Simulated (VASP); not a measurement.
Ge, 2 atoms in the cell. It takes space group Fd-3m (No. 227, cubic). Conventional cell: a = 5.581 Å, b = 5.581 Å, c = 5.581 Å, α = 90.00°, β = 90.00°, γ = 90.00°. Ge (site symmetry -43m) has 4 Ge at 2.42 Å within 3.2 Å. 

- Program: VASP 6.6.1
- Task: single point
- Functional: PBEsol
- Potentials or basis: VASP PAW PBE potentials, release 64 (Ge_d)
- Cutoff: 520 eV
- k mesh: 8 × 8 × 8
- Occupations: fermi-dirac, width 0.05 eV
- Spin: non-collinear spin, zero start, spin-orbit coupling
- Starting moments: [[0.0, 0.0, 0.0], [0.0, 0.0, 0.0]] μB
- Dipole correction: no
- Further INCAR settings: ALGO = Normal; EDIFF = 1e-06; NBANDS = 40

Potentials or basis: VASP PAW PBE potentials, release 64 (Ge_d).

Command:

```console
$ cat potpaw_PBE.64/Ge_d/POTCAR > POTCAR
$ mpirun -np 1 vasp_ncl > vasp.out
```

Hardware: 1 thread of Intel(R) Xeon(R) 6975P-C (Granite Rapids), with other jobs on the host.

Problem. Estimate the wall time of this run.

Solution. Wall time 55 s on 1 thread of Intel(R) Xeon(R) 6975P-C (Granite Rapids), on a shared host, peak memory 0.3 GiB. Counts: scf iterations 12, k points 29.
